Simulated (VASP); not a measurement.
A run of VASP 6.6.1 is set up as follows.

Contents of POSCAR:

```
ZrS
1.0
    0.0000000000      2.6423846126      2.6423846126
    2.6423846126      0.0000000000      2.6423846126
    2.6423846126      2.6423846126      0.0000000000
Zr S
1 1
Direct
    0.0000000000      0.0000000000      0.0000000000
    0.5000000000      0.5000000000      0.5000000000
```

File INCAR.step1:

```
SYSTEM = ZrS
  PREC = Accurate
  ENCUT = 520
  ISMEAR = -1
  SIGMA = 0.05
  LREAL = .FALSE.
  LASPH = .TRUE.
  NELM = 150
  LMAXMIX = 4
  LDAU = .TRUE.
  LDAUTYPE = 2
  LDAUL = 2 -1
  LDAUU = 4.5 0
  LDAUJ = 0 0
  NBANDS = 16
  GGA = PE
  ALGO = Normal
  EDIFF = 1E-4
  LWAVE = .TRUE.
  LCHARG = .FALSE.
```

The input INCAR.step2:

```
SYSTEM = ZrS
  PREC = Accurate
  ENCUT = 520
  EDIFF = 1E-6
  ISMEAR = -1
  SIGMA = 0.05
  LREAL = .FALSE.
  LASPH = .TRUE.
  NELM = 150
  ALGO = Normal
  ISIF = 2
  LWAVE = .FALSE.
  LCHARG = .FALSE.
  LMAXMIX = 4
  LDAU = .TRUE.
  LDAUTYPE = 2
  LDAUL = 2 -1
  LDAUU = 4.5 0
  LDAUJ = 0 0
  LDAUPRINT = 1
  METAGGA = R2SCAN
  LMIXTAU = .TRUE.
  LUSE_VDW = .TRUE.
  IVDW_NL = 2
  BPARAM = 11.95
  CPARAM = 0.0093
  NBANDS = 16
  ISTART = 1
```

The input KPOINTS:

```
Automatic mesh
0
G
  9 9 9
  0 0 0
```

Potentials or basis: VASP PAW PBE potentials, release 64 (Zr_sv, S).

Launch:

```bash
$ cat potpaw_PBE.64/Zr_sv/POTCAR potpaw_PBE.64/S/POTCAR > POTCAR
$ cp INCAR.step1 INCAR
$ mpirun -np 1 vasp_std > vasp.out
$ cp INCAR.step2 INCAR
$ mpirun -np 1 vasp_std > vasp.out
```

(1) What does it give for the band gap on the k mesh?

(2) What does it give for the pressure?

## Answers

(1) zero (bands 9 and 10 overlap by 2.30 eV).

(2) 0.8 GPa.

Caveat: the PAW data sets were made with another functional, which shifts forces and pressure a little; U without spin polarisation on a metal has little footing.
